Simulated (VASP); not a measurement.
# BP (F-43m) in VASP: notebook

The runs below take BP through single point, with LDA, r2SCAN.

All numbers are computed with VASP 6.6.1; they aren't measurements. Logs are shortened: lines on timing, memory, paths and dates and some standing lists are left out, and cuts for length are marked.

### 1 The cell of the first run

Symmetry: F-43m, No. 216, cubic system. Conventional cell: a = 4.537 Å, b = 4.537 Å, c = 4.537 Å, α = 90.00°, β = 90.00°, γ = 90.00°. B (site symmetry -43m) has 4 P at 1.96 Å within 2.6 Å. Within 2.6 Å of P (site symmetry -43m) lie 4 B at 1.96 Å.

### 2 Single point, LDA

Contents of INCAR:

```
PREC     = Accurate       # precision mode
ENCUT    = 520            # plane-wave cutoff, eV
EDIFF    = 1E-6           # SCF threshold, eV
ISMEAR   = 0              # smearing method
SIGMA    = 0.01           # smearing width, eV
LREAL    = False          # projectors in reciprocal space
LASPH    = True           # aspherical terms in the spheres
NELM     = 80             # most SCF steps
ALGO     = Normal         # electronic algorithm
ISIF     = 2              # what is computed and relaxed
LWAVE    = False          # write WAVECAR
LCHARG   = False          # write CHGCAR
GGA      = CA             # functional
NBANDS   = 11             # bands
```

Contents of KPOINTS:

```
Automatic mesh
0
Gamma
  10 10 10
```

Contents of POSCAR:

```
BP
1.0
    0.0000000000      2.2683155811      2.2683155811
    2.2683155811      0.0000000000      2.2683155811
    2.2683155811      2.2683155811      0.0000000000
B P
1 1
Direct
    0.0000000000      0.0000000000      0.0000000000
    0.2500000000      0.2500000000      0.2500000000
```

Potentials or basis: VASP PAW LDA potentials, release 64 (B, P).

On the command line:

```bash
cat potpaw_LDA.64/B/POTCAR potpaw_LDA.64/P/POTCAR > POTCAR
mpirun -np 1 vasp_std > vasp.out
```

OUTCAR:

```text
PREC = Accurate
   ENCUT = 520
   EDIFF = 1E-6
   ISMEAR = 0
   LREAL = False
   LASPH = True
   NELM = 80
   ISIF = 2
   GGA = CA

 ion  position               nearest neighbor table
   1  0.000  0.000  0.000-   2 1.96   2 1.96   2 1.96   2 1.96
   2  0.250  0.250  0.250-   1 1.96   1 1.96   1 1.96   1 1.96

  LATTYP: Found a face centered cubic cell.
 ALAT       =     4.5366311622

  Lattice vectors:

 A1 = (   0.0000000000,   2.2683155811,   2.2683155811)
 A2 = (   2.2683155811,   0.0000000000,   2.2683155811)
 A3 = (   2.2683155811,   2.2683155811,   0.0000000000)

Analysis of symmetry for initial positions (statically):
=====================================================================
 Subroutine PRICEL returns:
 Original cell was already a primitive cell.

 Routine SETGRP: Setting up the symmetry group for a
 face centered cubic supercell.

 Subroutine GETGRP returns: Found 24 space group operations
 (whereof 24 operations were pure point group operations)
 out of a pool of 48 trial point group operations.

The static configuration has the point symmetry T_d .

Analysis of symmetry for dynamics (positions and initial velocities):
=====================================================================
 Subroutine PRICEL returns:
 Original cell was already a primitive cell.

 Routine SETGRP: Setting up the symmetry group for a
 face centered cubic supercell.

 Subroutine GETGRP returns: Found 24 space group operations
 (whereof 24 operations were pure point group operations)
 out of a pool of 48 trial point group operations.

The dynamic configuration has the point symmetry T_d .

 Subroutine INISYM returns: Found 24 space group operations
 (whereof 24 operations are pure point group operations),
 and found     1 'primitive' translations

----------------------------------------------------------------------------------------

                                     Primitive cell

  volume of cell :      23.3421

  direct lattice vectors                    reciprocal lattice vectors
     0.000000000  2.268315581  2.268315581    -0.220427882  0.220427882  0.220427882
     2.268315581  0.000000000  2.268315581     0.220427882 -0.220427882  0.220427882
     2.268315581  2.268315581  0.000000000     0.220427882  0.220427882 -0.220427882

  length of vectors
     3.207882659  3.207882659  3.207882659     0.381792292  0.381792292  0.381792292

  position of ions in fractional coordinates (direct lattice)
     0.000000000  0.000000000  0.000000000
     0.250000000  0.250000000  0.250000000

  ion indices of the primitive-cell ions
   primitive index   ion index
                 1           1
                 2           2

----------------------------------------------------------------------------------------

 KPOINTS: Automatic mesh

Automatic generation of k-mesh.
 Grid dimensions read from file:
 generate k-points for:   10   10   10

 Generating k-lattice:

  Cartesian coordinates                     Fractional coordinates (reciprocal lattice)
    -0.022042788  0.022042788  0.022042788     0.100000000  0.000000000  0.000000000
     0.022042788 -0.022042788  0.022042788     0.000000000  0.100000000  0.000000000
     0.022042788  0.022042788 -0.022042788     0.000000000  0.000000000  0.100000000

  Length of vectors
     0.038179229  0.038179229  0.038179229

  Shift w.r.t. Gamma in fractional coordinates (k-lattice)
     0.000000000  0.000000000  0.000000000

 Subroutine IBZKPT returns following result:
 ===========================================

 Found     47 irreducible k-points:

 Following reciprocal coordinates:
            Coordinates               Weight
  0.000000  0.000000  0.000000      1.000000
  0.100000  0.000000  0.000000      8.000000
  0.200000  0.000000  0.000000      8.000000
  0.300000  0.000000  0.000000      8.000000
  0.400000  0.000000  0.000000      8.000000
  0.500000  0.000000  0.000000      4.000000
[... 16 lines left out ...]
  0.300000  0.300000  0.000000      6.000000
  0.400000  0.300000  0.000000     24.000000
 [... further k-points ...]
   k-points           NKPTS =     47   k-points in BZ     NKDIM =     47   number of bands    NBANDS=     11
   number of dos      NEDOS =    301   number of ions     NIONS =      2
   total plane-waves  NPLWV =  13824
   dimension x,y,z NGX =    24 NGY =   24 NGZ =   24
   dimension x,y,z NGXF=    48 NGYF=   48 NGZF=   48
   ions per type =               1   1
   NGX,Y,Z   is equivalent  to a cutoff of  12.44, 12.44, 12.44 a.u.
   NGXF,Y,Z  is equivalent  to a cutoff of  24.88, 24.88, 24.88 a.u.
 SYSTEM =  unknown system
   PREC   = accura    normal or accurate (medium, high low for compatibility)
   ISTART =      0    job   : 0-new  1-cont  2-samecut
   ICHARG =      2    charge: 1-file 2-atom 10-const
   ISPIN  =      1    spin polarized calculation?
   LNONCOLLINEAR =      F non collinear calculations
   LSORBIT =      F    spin-orbit coupling
   LASPH  =      T    aspherical Exc in radial PAW
   ENCUT  =  520.0 eV  38.22 Ry    6.18 a.u.   5.96  5.96  5.96*2*pi/ulx,y,z
   NELM   =     80;   NELMIN=  2; NELMDL= -5     # of ELM steps
   EDIFF  = 0.1E-05   stopping-criterion for ELM
   LREAL  =      F    real-space projection
   EDIFFG = 0.1E-04   stopping-criterion for IOM
   NSW    =      0    number of steps for IOM
   IBRION =     -1    ionic relax: 0-MD 1-quasi-New 2-CG
   NFREE  =      0    steps in history (QN), initial steepest desc. (CG)
   ISIF   =      2    stress and relaxation
   ISYM   =      2    0-nonsym 1-usesym 2-fastsym
   POTIM  = 0.5000    time-step for ionic-motion
   TEBEG  =    0.0;   TEEND  =   0.0 temperature during run
   PSTRESS=    0.0 pullay stress
   NELECT =       8.0000    total number of electrons
   NUPDOWN=      -1.0000    fix difference up-down
   EMIN   =  10.00;   EMAX   =-10.00  energy-range for DOS
   EFERMI =   0.00;   METHOD = LEGACY
   ISMEAR =     0;   SIGMA  =   0.01  broadening in eV -4-tet -1-fermi 0-gaus
   EFERMI_NEDOS =   21; number of points for ismear=-14 and -15
   IALGO  =     38    algorithm
   IMIX   =      4    mixing-type and parameters
     AMIX     =   0.40;   BMIX     =  1.00
     AMIX_MAG =   1.60;   BMIX_MAG =  1.00
  volume/ion in A,a.u.               =      11.67        78.76
  Fermi-wavevector in a.u.,A,eV,Ry     =   1.145666  2.164995 17.858334  1.312551
  Thomas-Fermi vector in A             =   2.282353
   LORBIT       =      0    0 simple, 1 ext, 2 COOP (PROOUT), +10 PAW based schemes
   GGA     = CA    functional components
   LHFCALC =     F    Hartree Fock is set to
   AEXX    =    0.0000 exact exchange contribution
   IVDW    =     0    specifies the selected vdW correction
   LEPSILON=     F    determine dielectric tensor
   LRPA    =     F    only Hartree local field effects (RPA)
 non-spin polarized calculation
 Gauss-broadening in eV      SIGMA  =   0.01
  energy-cutoff  :      520.00
  volume of cell :       23.34
 maximum number of plane-waves:       639
   NGX = 11   NGY = 11   NGZ = 11

 number of electron       8.0000000 magnetization

 Free energy of the ion-electron system (eV)
  ---------------------------------------------------
  ext. energy  EPLUGINS =         0.00000000
  ---------------------------------------------------
  free energy    TOTEN  =       -14.38782525 eV

  energy without entropy =      -14.38782525  energy(sigma->0) =      -14.38782525

 E-fermi :   7.4729     XC(G=0): -11.0917

 val. band max:        7.4168251086   @ k =   0.0000   0.0000   0.0000
 cond. band min:       8.6033450676   @ k =   0.4000   0.4000   0.0000
 fundamental gap:      1.1865199589
 Fermi energy:         7.4728771112

 k-point     1 :       0.0000    0.0000    0.0000
  band No.  band energies     occupation
      1      -7.9813      2.00000
      2       7.4168      2.00000
      3       7.4168      2.00000
      4       7.4168      2.00000
      5      10.7967      0.00000
      6      10.7967      0.00000
      7      10.7967      0.00000
      8      14.7994      0.00000
      9      18.6797      0.00000
     10      19.6009      0.00000
     11      19.6009      0.00000

 k-point     2 :       0.1000    0.0000    0.0000
  band No.  band energies     occupation
      1      -7.8012      2.00000
      2       6.1244      2.00000
      3       7.1230      2.00000
      4       7.1230      2.00000
      5      11.2030      0.00000
      6      11.2030      0.00000
      7      11.2245      0.00000
      8      15.3055      0.00000
      9      18.8815      0.00000
     10      18.8815      0.00000
     11      19.2436      0.00000

 k-point     3 :       0.2000    0.0000    0.0000
  band No.  band energies     occupation
      1      -7.2677      2.00000
      2       3.7923      2.00000
      3       6.5661      2.00000
      4       6.5661      2.00000
      5      11.4283      0.00000
      6      11.9183      0.00000
      7      11.9183      0.00000
      8      16.4151      0.00000
      9      18.2570      0.00000
     10      18.2570      0.00000
     11      20.1235      0.00000

 k-point     4 :       0.3000    0.0000    0.0000
  band No.  band energies     occupation
      1      -6.4099      2.00000
      2       1.4379      2.00000
      3       6.0796      2.00000
      4       6.0796      2.00000
      5      11.3485      0.00000
      6      12.2437      0.00000
      7      12.2437      0.00000
      8      17.2420      0.00000
      9      18.8203      0.00000
     10      18.8203      0.00000
     11      20.4246      0.00000

 k-point     5 :       0.4000    0.0000    0.0000
  band No.  band energies     occupation
      1      -5.3391      2.00000
      2      -0.5832      2.00000
      3       5.7714      2.00000
      4       5.7714      2.00000
      5      11.2438      0.00000
      6      12.1725      0.00000
      7      12.1725      0.00000
      8      17.3849      0.00000
      9      20.4986      0.00000
     10      20.4986      0.00000
     11      21.2891      0.00000
[... 211 lines left out ...]
 k-point    21 :      -0.3000    0.2000    0.0000
  band No.  band energies     occupation
      1      -5.1180      2.00000
      2       0.4714      2.00000
      3       2.7668      2.00000
      4       5.5042      2.00000
      5      11.2617      0.00000
      6      13.5147      0.00000
      7      14.2811      0.00000
      8      16.6507      0.00000
      9      17.7718      0.00000
     10      19.9470      0.00000
     11      24.2324      0.00000

 k-point    22 :      -0.2000    0.2000    0.0000
  band No.  band energies     occupation
      1      -6.1189      2.00000
      2       2.2088      2.00000
      3       3.2444      2.00000
      4       6.1794      2.00000
      5      11.8495      0.00000
      6      12.7022      0.00000
      7      13.7553      0.00000
      8      15.6696      0.00000
      9      16.8963      0.00000
     10      20.8718      0.00000
     11      23.0625      0.00000

 k-point    23 :       0.3000    0.3000    0.0000
  band No.  band energies     occupation
      1      -5.8684      2.00000
      2       2.6496      2.00000
      3       4.2004      2.00000
      4       4.2004      2.00000
      5       8.8896      0.00000
      6      11.2439      0.00000
      7      16.2160      0.00000
      8      16.2160      0.00000
      9      20.3828      0.00000
     10      21.8511      0.00000
     11      23.6873      0.00000

 k-point    24 :       0.4000    0.3000    0.0000
  band No.  band energies     occupation
      1      -5.0443      2.00000
      2       1.3269      2.00000
      3       3.3679      2.00000
      4       3.9065      2.00000
      5       9.1751      0.00000
      6      10.9575      0.00000
      7      16.8282      0.00000
      8      16.8354      0.00000
      9      21.2581      0.00000
     10      22.7021      0.00000
     11      24.2661      0.00000

 [... further k-points ...]
[... 5 lines left out ...]
  --------------------------------------------------------------------------------------
  -------------------------------------------------------------------------------------
  Total       -0.7549886     -0.7549886     -0.7549886      0.0000000      0.0000000     -0.0000000
  in kB      -51.8215675    -51.8215675    -51.8215675      0.0000000      0.0000000     -0.0000000
  external PRESSURE =     -51.8215675 kB  Pullay stress =       0.0000000 kB

 VOLUME and BASIS-vectors are now :
 -----------------------------------------------------------------------------
  energy-cutoff  :      520.00
  volume of cell :       23.34
      direct lattice vectors                 reciprocal lattice vectors
     0.000000000  2.268315581  2.268315581    -0.220427882  0.220427882  0.220427882
     2.268315581  0.000000000  2.268315581     0.220427882 -0.220427882  0.220427882
     2.268315581  2.268315581  0.000000000     0.220427882  0.220427882 -0.220427882

 POSITION                                       TOTAL-FORCE (eV/Angst)
 -----------------------------------------------------------------------------------
      0.00000      0.00000      0.00000        -0.000000      0.000000     -0.000000
      1.13416      1.13416      1.13416         0.000000     -0.000000      0.000000
 -----------------------------------------------------------------------------------
    total drift:                                0.000000      0.000000      0.000000

  FREE ENERGIE OF THE ION-ELECTRON SYSTEM (eV)
  ---------------------------------------------------
  free  energy   TOTEN  =       -14.3878252477 eV

  energy  without entropy=      -14.3878252477  energy(sigma->0) =      -14.38782525
```

Wall time 8.6 s (1 thread of Intel Xeon 8259CL, shared host); peak memory 0.13 GiB.

Results:

```yaml
Free_energy: -14.3878 eV
Pressure: -5.2 GPa
Band_gap_on_the_k_mesh: 1.19 eV, indirect (least direct gap 3.38 eV)
```

Levels at points of the mesh, in eV from the valence-band top:
```
           k point  band 1  band 2  band 3  band 4  band 5  band 6  band 7  band 8  band 9
(0.00, 0.00, 0.00)  -15.40    0.00    0.00    0.00    3.38    3.38    3.38    7.38   11.26
(0.50, 0.00, 0.00)  -12.06   -9.02   -1.75   -1.75    3.79    4.68    4.68    9.92   14.55
(0.50, 0.50, 0.00)  -10.56   -8.49   -4.11   -4.11    1.30    1.55   12.01   12.01   14.98
```

A k mesh can miss the band edges. Expect the measured gap to be larger: semilocal functionals such as LDA lack the derivative discontinuity.

[end of part 1 of 2]
